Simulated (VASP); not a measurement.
ScAl3N4, 8 atoms in the cell. Symmetry: P3m1, No. 156, trigonal system. Conventional cell: a = 3.161 Å, b = 3.161 Å, c = 10.301 Å, α = 90.00°, β = 90.00°, γ = 120.00°. Within 2.7 Å of Sc (site symmetry 3m) lie 6 N at 2.03 to 2.56 Å. Al (site symmetry 3m) has 4 N at 1.86 to 1.93 Å within 2.5 Å. Within 2.5 Å of Al (site symmetry 3m) lie 4 N at 1.89 to 1.96 Å. Within 2.5 Å of Al (site symmetry 3m) lie 4 N at 1.88 to 1.93 Å. N (site symmetry 3m) has 1 Al at 1.86 Å and 3 Sc at 2.03 Å within 2.5 Å. Within 2.5 Å of N (site symmetry 3m) lie 4 Al at 1.89 to 1.93 Å. Within 2.5 Å of N (site symmetry 3m) lie 4 Al at 1.88 to 1.93 Å. Within 2.6 Å of N (site symmetry 3m) lie 3 Al at 1.96 Å and 3 Sc at 2.56 Å. 

- Program: VASP 6.6.1
- Task: relaxation of cell and atoms
- Functional: PBE
- Potentials or basis: VASP PAW PBE potentials, release 64 (Sc_sv, Al, N)
- Cutoff: 600 eV
- k mesh: 12 × 12 × 4
- Occupations: gaussian, width 0.02 eV
- Spin: no spin polarisation
- Dipole correction: no
- Further INCAR settings: ALGO = Normal; EDIFF = 1e-07; IBRION = 2; EDIFFG = -0.01; NSW = 100; ISIF = 3

Potentials or basis: VASP PAW PBE potentials, release 64 (Sc_sv, Al, N).

Launch:

```console
$ cat potpaw_PBE.64/Sc_sv/POTCAR potpaw_PBE.64/Al/POTCAR potpaw_PBE.64/N/POTCAR > POTCAR
$ mpirun -np 1 vasp_std > vasp.out
```

Hardware: 1 thread of Intel(R) Xeon(R) Platinum 8259CL CPU @ 2.50GHz (Skylake/Cascade Lake), with other jobs on the host.

How long does it take, and how much memory?

It took 11 min on 1 thread of Intel(R) Xeon(R) Platinum 8259CL CPU @ 2.50GHz (Skylake/Cascade Lake) (shared host), peak memory 0.39 GiB. Counts: scf iterations 48, k points 69, ion steps 6.
